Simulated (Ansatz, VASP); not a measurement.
Pb in VASP and in Ansatz

Contents of INCAR:

```
ALGO = Fast
EDIFF = 1E-6
ENCUT = 520
GGA = PE
ISIF = 2
ISMEAR = -1
LASPH = True
LCHARG = False
LREAL = False
LWAVE = False
NBANDS = 21
NELM = 100
PREC = Accurate
SIGMA = 0.05
```

File KPOINTS:

```
k-points
0
Gamma
  7 7 7
```

File POSCAR:

```
Pb
1.0
    0.0000000000      3.4159188228      3.4159188228
    3.4159188228      0.0000000000      3.4159188228
    3.4159188228      3.4159188228      0.0000000000
Pb
2
Direct
    0.2500000000      0.2500000000      0.2500000000
    0.0000000000      0.0000000000      0.0000000000
```

The input input.yaml:

```yaml
crystal:
  lattice:
    - [0.0, 3.4159188228, 3.4159188228]
    - [3.4159188228, 0.0, 3.4159188228]
    - [3.4159188228, 3.4159188228, 0.0]
  atoms:
    - { symbol: Pb, position: [0.25, 0.25, 0.25] }
    - { symbol: Pb, position: [0.0, 0.0, 0.0] }
hamiltonian:
  xc: pbe
  pseudopotentials: { kind: paw }
kpoints:
  mp_grid: { grid: [7, 7, 7] }
scf:
  occupations: { method: fermi_dirac, width: 0.05 }
output:
  forces: true
  stress: true
  eigenvalues: true
```

Alike in both runs: task single point; functional PBE; k mesh 7 × 7 × 7; occupations fermi-dirac, width 0.05 eV; no spin polarisation.

```csv
,VASP,Ansatz
version,VASP 6.6.1,Ansatz 0.2.0
potentials or method,"VASP PAW PBE potentials, release 64 (Pb_d)",Ansatz PAW
plane-wave cutoff (eV),520,420
valence electrons in the cell,28,28
```

|  | VASP | Ansatz | Ansatz less VASP |
| --- | --- | --- | --- |
| gap on the k mesh at the Fermi level (eV) | none | none | - |
| pressure (GPa) | 3.1 | 3.2 | +0.04 |

A gap of «none» marks a metal or a gap that the smearing closes.

Neither program's run includes spin-orbit coupling.
